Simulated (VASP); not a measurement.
# CoO (R-3m) in VASP: single point with PBE

Aim: the single point of CoO with PBE.

Program: VASP 6.6.1. These are calculated values, not measurements. Logs are shortened: lines on timing, memory, paths and dates and some standing lists are left out, and cuts for length are marked.

**1. The cell of the first run**

The structure is trigonal, space group R-3m (No. 166). Conventional cell: a = 2.850 Å, b = 2.850 Å, c = 8.028 Å, α = 90.00°, β = 90.00°, γ = 120.00°. Within 2.9 Å of Co (site symmetry -3m) lie 6 O at 2.12 Å and 6 Co at 2.85 Å. Within 2.9 Å of O (site symmetry -3m) lie 6 Co at 2.12 Å and 6 O at 2.85 Å.

**2. Single point, PBE, collinear spin, antiferromagnetic start (9.41 Å³/atom)**

Input file INCAR:

```
SYSTEM = CoO
  PREC = Accurate
  ENCUT = 520
  EDIFF = 1E-6
  ISMEAR = 0
  SIGMA = 0.05
  LREAL = .FALSE.
  LASPH = .TRUE.
  NELM = 150
  ALGO = Normal
  ISIF = 2
  LWAVE = .FALSE.
  LCHARG = .FALSE.
  ISPIN = 2
  MAGMOM = 2.58 -2.58 0 0
  LORBIT = 11
  LMAXMIX = 4
  GGA = PE
  NBANDS = 27
```

Input file KPOINTS:

```
regular mesh
0
G
  14 14 14
  0 0 0
```

Input file POSCAR:

```
CoO
1.0
   -2.4181111658     -2.4181111658      4.4334544645
   -4.4334544645     -2.4181111658      2.4181111658
   -2.4181111658     -4.4334544645      2.4181111658
Co O
2 2
Direct
    0.0000000000      0.0000000000      0.0000000000
    0.5000000000      0.5000000000      0.5000000000
    1.2500003457     -0.7499996543     -0.7499996543
    1.7499996543     -0.2500003457     -0.2500003457
```

Potentials or basis: VASP PAW PBE potentials, release 64 (Co, O).

Launch:

```console
$ cat potpaw_PBE.64/Co/POTCAR potpaw_PBE.64/O/POTCAR > POTCAR
$ mpirun -np 1 vasp_std > vasp.out
```

OUTCAR:

```text
SYSTEM = CoO
   PREC = Accurate
   ENCUT = 520
   EDIFF = 1E-6
   ISMEAR = 0
   LREAL = .FALSE.
   LASPH = .TRUE.
   NELM = 150
   ISIF = 2
   ISPIN = 2
   LORBIT = 11
   GGA = PE

 ion  position               nearest neighbor table
   1  0.000  0.000  0.000-   4 2.12   3 2.12   3 2.12   4 2.12   4 2.12   3 2.12
   2  0.500  0.500  0.500-   3 2.12   3 2.12   3 2.12   4 2.12   4 2.12   4 2.12
   3  0.250  0.250  0.250-   1 2.12   1 2.12   1 2.12   2 2.12   2 2.12   2 2.12
   4  0.750  0.750  0.750-   1 2.12   1 2.12   1 2.12   2 2.12   2 2.12   2 2.12

  LATTYP: Found a trigonal (rhomboedric) cell.
 ALAT       =     5.5991107963
 COS(alpha) =     0.8704432789

  Lattice vectors:

 A1 = (  -2.4181111658,  -2.4181111658,   4.4334544645)
 A2 = (  -4.4334544645,  -2.4181111658,   2.4181111658)
 A3 = (  -2.4181111658,  -4.4334544645,   2.4181111658)

Analysis of symmetry for initial positions (statically):
=====================================================================
 Subroutine PRICEL returns following result:

  LATTYP: Found a trigonal (rhomboedric) cell.
 ALAT       =     3.1413873898
 COS(alpha) =     0.5884192264
[... 12 lines left out ...]
 Subroutine GETGRP returns: Found 12 space group operations
 (whereof 12 operations were pure point group operations)
 out of a pool of 12 trial point group operations.

The static configuration has the point symmetry D_3d.

Analysis of symmetry for dynamics (positions and initial velocities):
=====================================================================
 Subroutine PRICEL returns following result:

  LATTYP: Found a trigonal (rhomboedric) cell.
 ALAT       =     3.1413873898
 COS(alpha) =     0.5884192264
[... 12 lines left out ...]
 Subroutine GETGRP returns: Found 12 space group operations
 (whereof 12 operations were pure point group operations)
 out of a pool of 12 trial point group operations.

The dynamic configuration has the point symmetry D_3d.

Analysis of structural, dynamic, and magnetic symmetry:
=====================================================================
 Subroutine PRICEL returns following result:

  LATTYP: Found a trigonal (rhomboedric) cell.
 ALAT       =     3.1413873898
 COS(alpha) =     0.5884192264
[... 12 lines left out ...]
 Subroutine GETGRP returns: Found 12 space group operations
 (whereof 12 operations were pure point group operations)
 out of a pool of 12 trial point group operations.

The overall configuration has the point symmetry D_3d.

 Subroutine INISYM returns: Found 12 space group operations
 (whereof 12 operations are pure point group operations),
 and found     2 'primitive' translations

----------------------------------------------------------------------------------------

                                     Primitive cell

  volume of cell :      18.8249

  direct lattice vectors                    reciprocal lattice vectors
     0.201383934  2.216727232 -2.216727232    -0.258876501  0.237316877 -0.237316877
     2.216727232  2.216727232 -0.201383934     0.237316877  0.237316877  0.258876501
     2.216727232  0.201383934 -2.216727232     0.237316877 -0.258876501 -0.237316877

  length of vectors
     3.141387390  3.141387390  3.141387390     0.423858046  0.423858046  0.423858046

  position of ions in fractional coordinates (direct lattice)
     0.000000000  0.000000000  0.000000000
     0.499999309  0.499999309  0.499999309

  ion indices of the primitive-cell ions
   primitive index   ion index
                 1           1
                 2           3

----------------------------------------------------------------------------------------

 KPOINTS: regular mesh

Automatic generation of k-mesh.
 Grid dimensions read from file:
 generate k-points for:   14   14   14

 Generating k-lattice:

  Cartesian coordinates                     Fractional coordinates (reciprocal lattice)
     0.009245589  0.009245589  0.026196795     0.071428571  0.000000000  0.000000000
    -0.026196795  0.009245589 -0.009245589    -0.000000000  0.071428571 -0.000000000
     0.009245589 -0.026196795 -0.009245589    -0.000000000 -0.000000000  0.071428571

  Length of vectors
     0.029278557  0.029278557  0.029278557

  Shift w.r.t. Gamma in fractional coordinates (k-lattice)
     0.000000000  0.000000000  0.000000000

 Subroutine IBZKPT returns following result:
 ===========================================

 Found    288 irreducible k-points:

 Following reciprocal coordinates:
            Coordinates               Weight
  0.000000  0.000000  0.000000      1.000000
  0.071429 -0.000000 -0.000000      6.000000
  0.142857  0.000000  0.000000      6.000000
  0.214286 -0.000000 -0.000000      6.000000
  0.285714  0.000000  0.000000      6.000000
  0.357143  0.000000  0.000000      6.000000
[... 16 lines left out ...]
  0.214286  0.142857 -0.000000     12.000000
  0.285714  0.142857 -0.000000     12.000000
 [... further k-points ...]
   k-points           NKPTS =    288   k-points in BZ     NKDIM =    288   number of bands    NBANDS=     27
   number of dos      NEDOS =    301   number of ions     NIONS =      4
   total plane-waves  NPLWV =  74088
   dimension x,y,z NGX =    42 NGY =   42 NGZ =   42
   dimension x,y,z NGXF=    84 NGYF=   84 NGZF=   84
   ions per type =               2   2
   NGX,Y,Z   is equivalent  to a cutoff of  12.47, 12.47, 12.47 a.u.
   NGXF,Y,Z  is equivalent  to a cutoff of  24.94, 24.94, 24.94 a.u.
 SYSTEM =  CoO
   PREC   = accura    normal or accurate (medium, high low for compatibility)
   ISTART =      0    job   : 0-new  1-cont  2-samecut
   ICHARG =      2    charge: 1-file 2-atom 10-const
   ISPIN  =      2    spin polarized calculation?
   LNONCOLLINEAR =      F non collinear calculations
   LSORBIT =      F    spin-orbit coupling
   LASPH  =      T    aspherical Exc in radial PAW
   ENCUT  =  520.0 eV  38.22 Ry    6.18 a.u.  10.41 10.41 10.41*2*pi/ulx,y,z
   NELM   =    150;   NELMIN=  2; NELMDL= -5     # of ELM steps
   EDIFF  = 0.1E-05   stopping-criterion for ELM
   LREAL  =      F    real-space projection
   EDIFFG = 0.1E-04   stopping-criterion for IOM
   NSW    =      0    number of steps for IOM
   IBRION =     -1    ionic relax: 0-MD 1-quasi-New 2-CG
   NFREE  =      0    steps in history (QN), initial steepest desc. (CG)
   ISIF   =      2    stress and relaxation
   ISYM   =      2    0-nonsym 1-usesym 2-fastsym
   POTIM  = 0.5000    time-step for ionic-motion
   TEBEG  =    0.0;   TEEND  =   0.0 temperature during run
   PSTRESS=    0.0 pullay stress
   NELECT =      30.0000    total number of electrons
   NUPDOWN=      -1.0000    fix difference up-down
   EMIN   =  10.00;   EMAX   =-10.00  energy-range for DOS
   EFERMI =   0.00;   METHOD = LEGACY
   ISMEAR =     0;   SIGMA  =   0.05  broadening in eV -4-tet -1-fermi 0-gaus
   EFERMI_NEDOS =   21; number of points for ismear=-14 and -15
   IALGO  =     38    algorithm
   IMIX   =      4    mixing-type and parameters
     AMIX     =   0.40;   BMIX     =  1.00
     AMIX_MAG =   1.60;   BMIX_MAG =  1.00
  volume/ion in A,a.u.               =       9.41        63.52
  Fermi-wavevector in a.u.,A,eV,Ry     =   1.517729  2.868093 31.341057  2.303503
  Thomas-Fermi vector in A             =   2.626946
   LORBIT       =     11    0 simple, 1 ext, 2 COOP (PROOUT), +10 PAW based schemes
   GGA     = PE    functional components
   LHFCALC =     F    Hartree Fock is set to
   AEXX    =    0.0000 exact exchange contribution
   IVDW    =     0    specifies the selected vdW correction
   LEPSILON=     F    determine dielectric tensor
   LRPA    =     F    only Hartree local field effects (RPA)
 spin polarized calculation
 Gauss-broadening in eV      SIGMA  =   0.05
  energy-cutoff  :      520.00
  volume of cell :       37.65
 maximum number of plane-waves:      1025
 NGX is ok and might be reduce to    42
   NGX = 21   NGY = 21   NGZ = 21

 number of electron      30.0000000 magnetization       0.0000000

 number of electron      30.0000008 magnetization      -0.0000000

 Free energy of the ion-electron system (eV)
  ---------------------------------------------------
  ext. energy  EPLUGINS =         0.00000000
  ---------------------------------------------------
  free energy    TOTEN  =       -26.54044240 eV

  energy without entropy =      -26.53387456  energy(sigma->0) =      -26.53715848

 E-fermi :   8.1835     XC(G=0): -12.5793

 val. band max:        8.1830308608   @ k =  -0.2857   0.2143   0.0714
 cond. band min:       8.1852376609   @ k =   0.4286   0.3571   0.1429
 fundamental gap:      0.0022068001
 Fermi energy:         8.1835223935

 spin component 1

 k-point     1 :       0.0000    0.0000    0.0000
  band No.  band energies     occupation
      1     -11.9548      1.00000
      2     -10.9517      1.00000
      3      -0.1813      1.00000
      4       3.2124      1.00000
      5       3.2125      1.00000
      6       4.5611      1.00000
[... 709 lines left out ...]
     26      24.0041      0.00000
     27      27.1388      0.00000

 [... further k-points ...]

 spin component 2

 k-point     1 :       0.0000    0.0000    0.0000
  band No.  band energies     occupation
      1     -11.9548      1.00000
      2     -10.9517      1.00000
      3      -0.1812      1.00000
      4       3.2127      1.00000
      5       3.2127      1.00000
      6       4.5611      1.00000
[... 709 lines left out ...]
     26      24.0040      0.00000
     27      27.1388      0.00000

 [... further k-points ...]
[... 5 lines left out ...]
  --------------------------------------------------------------------------------------
  -------------------------------------------------------------------------------------
  Total       -0.9411691     -0.9411691     -0.9411691     -0.0506223      0.0506223      0.0506223
  in kB      -40.0512044    -40.0512044    -40.0512044     -2.1542188      2.1542188      2.1542188
  external PRESSURE =     -40.0512044 kB  Pullay stress =       0.0000000 kB

 VOLUME and BASIS-vectors are now :
 -----------------------------------------------------------------------------
  energy-cutoff  :      520.00
  volume of cell :       37.65
      direct lattice vectors                 reciprocal lattice vectors
    -2.418111166 -2.418111166  4.433454464     0.129438251  0.129438251  0.366755128
    -4.433454464 -2.418111166  2.418111166    -0.366755128  0.129438251 -0.129438251
    -2.418111166 -4.433454464  2.418111166     0.129438251 -0.366755128 -0.129438251

 POSITION                                       TOTAL-FORCE (eV/Angst)
 -----------------------------------------------------------------------------------
      0.00000      0.00000      0.00000        -0.000000     -0.000000      0.000000
     -4.63484     -4.63484      4.63484        -0.000000     -0.000000      0.000000
     -2.31742     -2.31742      2.31742         0.000000      0.000000     -0.000000
     -6.95225     -6.95225      6.95225        -0.000000     -0.000000      0.000000
 -----------------------------------------------------------------------------------
    total drift:                               -0.000000     -0.000000      0.000000

  FREE ENERGIE OF THE ION-ELECTRON SYSTEM (eV)
  ---------------------------------------------------
  free  energy   TOTEN  =       -26.5404424046 eV

  energy  without entropy=      -26.5338745575  energy(sigma->0) =      -26.53715848

 total charge

# of ion       s       p       d       tot
------------------------------------------
    1        0.302   0.368   7.174   7.844
    2        0.302   0.368   7.174   7.844
    3        1.564   3.409   0.000   4.972
    4        1.564   3.409   0.000   4.972
--------------------------------------------------
tot          3.731   7.553  14.349  25.632

 magnetization (x)

# of ion       s       p       d       tot
------------------------------------------
    1       -0.002  -0.011   2.401   2.388
    2        0.002   0.011  -2.401  -2.388
    3        0.000   0.000   0.000   0.000
    4        0.000   0.000   0.000   0.000
--------------------------------------------------
tot          0.000   0.000   0.000   0.000
```

Wall time 44 min (1 thread of Oxide Virtual Turin-like, shared host); peak memory 0.58 GiB.

What came out:

- Free energy: -26.5404 eV
- Pressure: -4.0 GPa
- Band gap on the k mesh: zero (filled and empty bands overlap)
- Net moment: 0.00 μB per cell
- Site moments: Co +2.39, -2.39; O +0.00 μB
- Valence electrons inside the program's atomic spheres: Co 7.84; O 4.97

Stress tensor (GPa, compression positive):
```
-4.01 -0.22  0.22
-0.22 -4.01  0.22
 0.22  0.22 -4.01
```

Caveat: the cell stands under tension; semilocal functionals often make such compounds metallic where correlation or magnetic order opens a gap, which also shifts bond lengths.
